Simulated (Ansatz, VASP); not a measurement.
## Two plane-wave programs on Zn

```
CELL_PARAMETERS angstrom
4.29683 0.00000 0.00000
-2.14842 3.72117 0.00000
0.00000 0.00000 2.57440
ATOMIC_POSITIONS crystal
Zn 0.00000 0.00000 0.00000
Zn 0.33333 0.66667 0.50000
Zn 0.66667 0.33333 0.50000
```

Alike in both runs: task single point; functional PBE; k mesh 11 × 11 × 15; occupations fermi-dirac, width 0.1 eV; no spin polarisation.

```csv
,VASP,Ansatz
version,VASP 6.6.1,Ansatz 0.2.0
potentials or method,"VASP PAW PBE potentials, release 64 (Zn), cutoff 520 eV","plane waves (420 eV) with PAW, scalar-relativistic"
valence electrons in the cell,36,36
```

```tsv
	VASP	Ansatz	Ansatz less VASP
pressure (GPa)	11.8	11.4	-0.43
traceless stress, the component that is largest in VASP (GPa)	0.89	0.89	+0.002
```

The functional is the same, so the differences come from potentials, cutoffs and numerics.
